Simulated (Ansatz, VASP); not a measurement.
# One calculation of Te, two programs

The input INCAR:

```
PREC = Accurate
ENCUT = 520
EDIFF = 1E-7
ISMEAR = -1
SIGMA = 0.05
LREAL = F
LASPH = T
NELM = 60
ALGO = Normal
ISIF = 2
LWAVE = F
LCHARG = T
LELF = T
LVHAR = T
NBANDS = 16
```

KPOINTS

```
regular mesh
0
Gamma
  8 8 5
```

Contents of POSCAR:

```
Te
1.0
    4.1173948070      0.0000000000      0.0000000000
   -2.0586974035      3.5657685003      0.0000000000
    0.0000000000      0.0000000000      5.6578102028
Te
3
Direct
    0.2855404174      1.0000000000      0.3333333333
    1.0000000000      0.2855404174      0.6666666667
    0.7144595826      0.7144595826      1.0000000000
```

Input for Ansatz:

```yaml
crystal:
  lattice:
    - [4.117394807, 0.0, 0.0]
    - [-2.0586974035, 3.5657685003, 0.0]
    - [0.0, 0.0, 5.6578102028]
  atoms:
    - { symbol: Te, position: [0.2855404174, 1.0, 0.3333333333] }
    - { symbol: Te, position: [1.0, 0.2855404174, 0.6666666667] }
    - { symbol: Te, position: [0.7144595826, 0.7144595826, 1.0] }
hamiltonian:
  xc: lda
  pseudopotentials:
    kind: paw
    azcp:
      Te: "pseudopotentials/Te.paw.azcp"
basis:
  ecutwfc: 420
  fft_grid_basis: typed
kpoints:
  mp_grid: { grid: [8, 8, 5], shift: [0, 0, 0] }
magnetization:
  spin_polarized: false
scf:
  occupations: { method: fermi_dirac, width: 0.05 }
output:
  stress: true
```

Alike in both runs: task single point; functional LDA; k mesh 8 × 8 × 5; occupations fermi-dirac, width 0.05 eV; no spin polarisation.

|  | VASP | Ansatz |
| --- | --- | --- |
| version | VASP 6.6.1 | Ansatz 0.2.0 |
| potentials or method | VASP PAW LDA potentials, release 64 (Te), cutoff 520 eV | plane waves (420 eV) with PAW, scalar-relativistic |
| valence electrons in the cell | 18 | 48 |

VASP gave:

- pressure (GPa): 10.1
- traceless stress, the component that is largest in VASP (GPa): 2.83

Which values does Ansatz return?

Pressure (GPa): 9.8; traceless stress, the component that is largest in VASP (GPa): 2.69.

Ansatz warns that its potentials were made for another functional, while VASP's fit it. LDA's correlation is that of Perdew and Zunger in VASP and of Perdew and Wang (1992) in Ansatz. VASP's potentials hold 18 valence electrons a cell and Ansatz's 48, so a difference there can come from the potentials and not from the codes.

Neither program's run includes spin-orbit coupling.
